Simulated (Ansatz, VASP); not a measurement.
## Mo in VASP and in Ansatz

```xyz
1
Lattice="-1.5802 1.6118 1.5802 1.5802 -1.6118 1.5802 1.5802 1.6118 -1.5802" Properties=species:S:1:pos:R:3 pbc="T T T"
Mo    0.0000    0.0000    0.0000
```

Alike in both runs: task single point; functional PBE; k mesh 26 × 26 × 26; occupations gaussian, width 0.15 eV; no spin polarisation.

|  | VASP | Ansatz |
| --- | --- | --- |
| version | VASP 6.6.1 | Ansatz 0.2.0 |
| potentials or method | VASP PAW PBE potentials, release 64 (Mo_sv), cutoff 520 eV | scalar-relativistic, plane waves, PAW |
| valence electrons in the cell | 14 | 14 |

Ansatz gave:

| Property | Result |
| --- | --- |
| gap on the k mesh at the Fermi level (eV) | none |
| pressure (GPa) | -4.8 |
| traceless stress, the component that is largest in VASP (GPa) | -3.83 |

Task: What did VASP give for the same quantities?

Result: gap on the k mesh at the Fermi level (eV): none; pressure (GPa): -4.3; traceless stress, the component that is largest in VASP (GPa): -3.83.

A gap of «none» marks a metal or a gap that the smearing closes.
